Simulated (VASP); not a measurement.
Set up this calculation in VASP 6.6.1, as the native input.

* Task: relaxation of cell and atoms
* Functional: PBE
* Potentials or basis: VASP PAW PBE potentials, release 64 (Ta_pv, Si)
* Cutoff: 600 eV
* k mesh: 4 × 4 × 4
* Occupations: gaussian, width 0.1 eV
* Spin: no spin polarisation
* Dipole correction: no
* Further INCAR settings: ALGO = Normal; EDIFF = 1e-07; IBRION = 2; EDIFFG = -0.04; NSW = 90; ISIF = 3

The structure of TaSi6 lies in POSCAR:

```
TaSi6
1.0
    0.0000000000      3.8493918400      3.8493918400
    3.8493918400      0.0000000000      3.8493918400
    3.8493918400      3.8493918400      0.0000000000
Ta Si
1 6
Direct
    0.5000000000      0.5000000000      0.5000000000
    0.1616482000      0.8383518000      0.8383518000
    0.8383518000      0.1616482000      0.1616482000
    0.8383518000      0.1616482000      0.8383518000
    0.1616482000      0.8383518000      0.1616482000
    0.8383518000      0.8383518000      0.1616482000
    0.1616482000      0.1616482000      0.8383518000
```

The cell was built from a structure type or drawn by symmetry, and may not be a known phase.

One way to write it, as run:

INCAR

```
  PREC = Accurate
  ENCUT = 600
  EDIFF = 1E-7
  ISMEAR = 0
  SIGMA = 0.1
  LREAL = False
  LASPH = True
  NELM = 60
  ALGO = Normal
  ISIF = 3
  LWAVE = False
  LCHARG = False
  GGA = PE
  IBRION = 2
  NSW = 90
  EDIFFG = -0.04
```

KPOINTS

```
Automatic mesh
0
Gamma
  4 4 4
```

Potentials or basis: VASP PAW PBE potentials, release 64 (Ta_pv, Si).

The run is started by

```bash
$ cat potpaw_PBE.64/Ta_pv/POTCAR potpaw_PBE.64/Si/POTCAR > POTCAR
$ mpirun -np 1 vasp_std > vasp.out
```

It gave:

The relaxed volume is 22.22 Å³/atom and the relaxed cell is a = 6.037 Å, b = 6.037 Å, c = 6.037 Å, α = 60.00°, β = 60.00°, γ = 60.00°. The space group after relaxing (to 0.1 Å) is Fm-3m (No. 225). The pressure after relaxing is 0.0 GPa and the largest force after relaxing is 0.005 eV/Å. The band gap on the k mesh is zero (an odd number of electrons rules out a gap without spin polarisation).

Caveat: the volume moved by over 15 % at a fixed basis, so the end points are rough; spin-orbit coupling is left out, which moves the levels of the heavy elements.

Wall time 15 min on 1 thread of Intel(R) Xeon(R) Platinum 8259CL CPU @ 2.50GHz (Skylake/Cascade Lake), with other jobs on the host, peak memory 0.35 GiB.
